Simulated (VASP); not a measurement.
# BN (P6_3mc) in VASP: single point with PBE0

Aim: the single point of BN with PBE0.

Program: VASP 6.6.1. These are calculated values, not measurements. Logs are shortened: lines on timing, memory, paths and dates and some standing lists are left out, and cuts for length are marked.

### Step 1. The cell of the first run

Symmetry: P6_3mc, No. 186, hexagonal system. Conventional cell: a = 2.544 Å, b = 2.544 Å, c = 4.208 Å, α = 90.00°, β = 90.00°, γ = 120.00°. B (site symmetry 3m) has 4 N at 1.56 to 1.58 Å within 2.1 Å. N (site symmetry 3m) has 4 B at 1.56 to 1.58 Å within 2.1 Å.

### Step 2. Single point, PBE0

POSCAR

```
BN
1.0
    2.5439493101      0.0000000000      0.0000000000
   -1.2719746550      2.2031247285      0.0000000000
    0.0000000000      0.0000000000      4.2078167837
B N
2 2
Direct
    0.6666666667      0.3333333333      0.0002035745
    0.3333333333      0.6666666667      0.5002035745
    0.6666666667      0.3333333333      0.3747964255
    0.3333333333      0.6666666667      0.8747964255
```

INCAR.step1

```
SYSTEM = BN
  PREC = Accurate
  ENCUT = 520
  EDIFF = 1E-5
  ISMEAR = 0
  SIGMA = 0.01
  LREAL = .False.
  LASPH = .True.
  NELM = 100
  ALGO = Normal
  ISIF = 2
  LWAVE = .True.
  LCHARG = .False.
  NBANDS = 16
  GGA = PE
```

INCAR.step2

```
SYSTEM = BN
  PREC = Accurate
  ENCUT = 520
  EDIFF = 1E-7
  ISMEAR = 0
  SIGMA = 0.01
  LREAL = .False.
  LASPH = .True.
  NELM = 100
  ALGO = Normal
  ISIF = 2
  LWAVE = .False.
  LCHARG = .False.
  GGA = PE
  LHFCALC = .True.
  AEXX = 0.25
  PRECFOCK = Normal
  NBANDS = 16
  ISTART = 1
```

KPOINTS

```
Automatic mesh
0
Gamma
  6 6 4
  0 0 0
```

Potentials or basis: VASP PAW PBE potentials, release 64 (B, N).

On the command line:

```console
$ cat potpaw_PBE.64/B/POTCAR potpaw_PBE.64/N/POTCAR > POTCAR
$ cp INCAR.step1 INCAR
$ mpirun -np 1 vasp_std > vasp.out
$ cp INCAR.step2 INCAR
$ mpirun -np 1 vasp_std > vasp.out
```

OUTCAR:

```text
SYSTEM = BN
   PREC = Accurate
   ENCUT = 520
   EDIFF = 1E-7
   ISMEAR = 0
   LREAL = .False.
   LASPH = .True.
   NELM = 100
   ISIF = 2
   GGA = PE
   LHFCALC = .True.
   AEXX = 0.25
   PRECFOCK = Normal
   ISTART = 1

 ion  position               nearest neighbor table
   1  0.667  0.333  0.000-   4 1.56   4 1.56   4 1.56   3 1.58
   2  0.333  0.667  0.500-   3 1.56   3 1.56   3 1.56   4 1.58
   3  0.667  0.333  0.375-   2 1.56   2 1.56   2 1.56   1 1.58
   4  0.333  0.667  0.875-   1 1.56   1 1.56   1 1.56   2 1.58

  LATTYP: Found a hexagonal cell.
 ALAT       =     2.5439493101
 C/A-ratio  =     1.6540489887

  Lattice vectors:

 A1 = (   2.5439493101,   0.0000000000,   0.0000000000)
 A2 = (  -1.2719746550,   2.2031247285,   0.0000000000)
 A3 = (   0.0000000000,   0.0000000000,   4.2078167837)

Analysis of symmetry for initial positions (statically):
=====================================================================
 Subroutine PRICEL returns:
 Original cell was already a primitive cell.

 Routine SETGRP: Setting up the symmetry group for a
 hexagonal supercell.

 Subroutine GETGRP returns: Found 12 space group operations
 (whereof  6 operations were pure point group operations)
 out of a pool of 24 trial point group operations.

The static configuration has the point symmetry C_3v.
 The point group associated with its full space group is C_6v.

Analysis of symmetry for dynamics (positions and initial velocities):
=====================================================================
 Subroutine PRICEL returns:
 Original cell was already a primitive cell.

 Routine SETGRP: Setting up the symmetry group for a
 hexagonal supercell.

 Subroutine GETGRP returns: Found 12 space group operations
 (whereof  6 operations were pure point group operations)
 out of a pool of 24 trial point group operations.

The dynamic configuration has the point symmetry C_3v.
 The point group associated with its full space group is C_6v.

 Subroutine INISYM returns: Found 12 space group operations
 (whereof  6 operations are pure point group operations),
 and found     1 'primitive' translations

----------------------------------------------------------------------------------------

                                     Primitive cell

  volume of cell :      23.5833

  direct lattice vectors                    reciprocal lattice vectors
[... 96 lines left out ...]
   TEBEG  =    0.0;   TEEND  =   0.0 temperature during run
   PSTRESS=    0.0 pullay stress
   NELECT =      16.0000    total number of electrons
   NUPDOWN=      -1.0000    fix difference up-down
   EMIN   =  10.00;   EMAX   =-10.00  energy-range for DOS
   EFERMI =   0.00;   METHOD = LEGACY
   ISMEAR =     0;   SIGMA  =   0.01  broadening in eV -4-tet -1-fermi 0-gaus
   EFERMI_NEDOS =   21; number of points for ismear=-14 and -15
   IALGO  =     38    algorithm
   IMIX   =      1    mixing-type and parameters
     AMIX     =   0.40;   BMIX     =  1.00
     AMIX_MAG =   1.60;   BMIX_MAG =  1.00
  volume/ion in A,a.u.               =       5.90        39.79
  Fermi-wavevector in a.u.,A,eV,Ry     =   1.438512  2.718393 28.154749  2.069316
  Thomas-Fermi vector in A             =   2.557470
   LORBIT       =      0    0 simple, 1 ext, 2 COOP (PROOUT), +10 PAW based schemes
   GGA     = PE    functional components
   LHFCALC =     T    Hartree Fock is set to
   PRECFOCK=normal    Normal, Fast or Accurate (Low or Medium for compatibility)
   ENCUT4O =  -1.0   cutoff for four orbital integrals eV
   NKREDX  =     1    reduce k-point grid by
   NKREDY  =     1    reduce k-point grid by
   NKREDZ  =     1    reduce k-point grid by
   AEXX    =    0.2500 exact exchange contribution
   HFSCREEN=    0.0000 screening length (either q_TF or 0.3 A-1)
   HFSCREENC=   0.0000 screening length for correlation (either q_TF or 0.3 A-1)
   ENCUTFOCK=  -1.0 apply spherical cutoff to Coloumb kernel
   IVDW    =     0    specifies the selected vdW correction
   LEPSILON=     F    determine dielectric tensor
   LRPA    =     F    only Hartree local field effects (RPA)
 non-spin polarized calculation
 Gauss-broadening in eV      SIGMA  =   0.01
  energy-cutoff  :      520.00
  volume of cell :       23.58
 maximum number of plane-waves:       652
 NGX is ok and might be reduce to    20
  NGX = 16; NGY = 16; NGZ = 24

 number of electron      16.0000000 magnetization

 Free energy of the ion-electron system (eV)
  ---------------------------------------------------
  ext. energy  EPLUGINS =         0.00000000
  ---------------------------------------------------
  free energy    TOTEN  =       -42.49628416 eV

  energy without entropy =      -42.49628416  energy(sigma->0) =      -42.49628416

 E-fermi :   6.4338     XC(G=0): -10.0727

 val. band max:        6.3342375344   @ k =   0.0000   0.0000   0.0000
 cond. band min:      13.6271335403   @ k =   0.3333   0.3333   0.0000
 fundamental gap:      7.2928960058
 Fermi energy:         6.4338373888

 k-point     1 :       0.0000    0.0000    0.0000
  band No.  band energies     occupation
      1     -16.0026      2.00000
      2     -11.5375      2.00000
      3      -5.5788      2.00000
      4       4.0271      2.00000
      5       4.0271      2.00000
      6       6.0751      2.00000
[... 376 lines left out ...]
      3      -3.3669      2.00000
      4      -3.3669      2.00000
      5      -2.0403      2.00000
      6      -2.0403      2.00000
[... 8 lines left out ...]
     15      26.2474      0.00000
     16      26.2474      0.00000

------------------------ aborting loop because EDIFF is reached ----------------------------------------

  FORCE on cell =-STRESS in cart. coord.  units (eV):
  Direction    XX          YY          ZZ          XY          YZ          ZX
  --------------------------------------------------------------------------------------
  -------------------------------------------------------------------------------------
  Total       -0.5421151     -0.5421151     -0.6470016     -0.0000000      0.0000000      0.0000000
  in kB      -36.8296622    -36.8296622    -43.9553331     -0.0000000      0.0000000      0.0000000
  external PRESSURE =     -39.2048858 kB  Pullay stress =       0.0000000 kB

 VOLUME and BASIS-vectors are now :
 -----------------------------------------------------------------------------
  energy-cutoff  :      520.00
  volume of cell :       23.58
      direct lattice vectors                 reciprocal lattice vectors
     2.543949310  0.000000000  0.000000000     0.393089593  0.226950383  0.000000000
    -1.271974655  2.203124729  0.000000000     0.000000000  0.453900765  0.000000000
     0.000000000  0.000000000  4.207816784     0.000000000  0.000000000  0.237652933

 POSITION                                       TOTAL-FORCE (eV/Angst)
 -----------------------------------------------------------------------------------
      1.27197      0.73437      0.00086        -0.000000      0.000000     -0.011418
     -0.00000      1.46875      2.10476         0.000000     -0.000000     -0.011418
      1.27197      0.73437      1.57707        -0.000000      0.000000      0.011418
     -0.00000      1.46875      3.68098         0.000000      0.000000      0.011418
 -----------------------------------------------------------------------------------
    total drift:                               -0.000000     -0.000000     -0.000028

  FREE ENERGIE OF THE ION-ELECTRON SYSTEM (eV)
  ---------------------------------------------------
  free  energy   TOTEN  =       -42.4962841599 eV

  energy  without entropy=      -42.4962841599  energy(sigma->0) =      -42.49628416
```

OUTCAR.step1:

```text
SYSTEM = BN
   PREC = Accurate
   ENCUT = 520
   EDIFF = 1E-5
   ISMEAR = 0
   LREAL = .False.
   LASPH = .True.
   NELM = 100
[... 624 lines left out ...]
     -0.00000      1.46875      2.10476        -0.000000      0.000000      0.004137
      1.27197      0.73437      1.57707         0.000000     -0.000000     -0.004137
     -0.00000      1.46875      3.68098        -0.000000      0.000000     -0.004137
 -----------------------------------------------------------------------------------
    total drift:                               -0.000000     -0.000000     -0.000995

  FREE ENERGIE OF THE ION-ELECTRON SYSTEM (eV)
  ---------------------------------------------------
  free  energy   TOTEN  =       -34.8233169112 eV

  energy  without entropy=      -34.8233169112  energy(sigma->0) =      -34.82331691
```

It took 24 min on 1 thread of AMD EPYC 7R43 (Zen 3), shared host; peak memory 0.11 GiB.

What came out:

| Property | Result |
| --- | --- |
| Free energy | -42.4963 eV |
| Pressure | -3.9 GPa |
| Largest force | 0.011 eV/Å |
| Band gap on the k mesh | 7.29 eV (least direct gap 10.75 eV) |

Forces on the atoms (eV/Å):
```
B    0.000  0.000 -0.011
B    0.000  0.000 -0.011
N    0.000  0.000  0.011
N    0.000  0.000  0.011
```

Levels at points of the mesh, in eV from the valence-band top:
| k point | band 5 | band 6 | band 7 | band 8 | band 9 | band 10 | band 11 | band 12 |
| --- | --- | --- | --- | --- | --- | --- | --- | --- |
| (0.00, 0.00, 0.00) | -2.31 | -0.26 | 0.00 | 0.00 | 10.88 | 10.88 | 11.13 | 12.04 |
| (0.50, 0.00, 0.00) | -7.55 | -5.42 | -4.73 | -2.30 | 8.95 | 10.30 | 13.23 | 14.06 |
| (0.00, 0.00, 0.50) | -1.28 | -1.28 | -1.28 | -1.28 | 12.02 | 12.02 | 12.53 | 12.53 |
| (0.50, 0.00, 0.50) | -4.10 | -4.10 | -3.88 | -3.88 | 8.85 | 8.85 | 12.48 | 12.48 |

Caveat: the k points lie up to 0.48 Å⁻¹ apart; the PAW data sets were made with another functional, which shifts forces and pressure a little. A k mesh can miss the band edges.
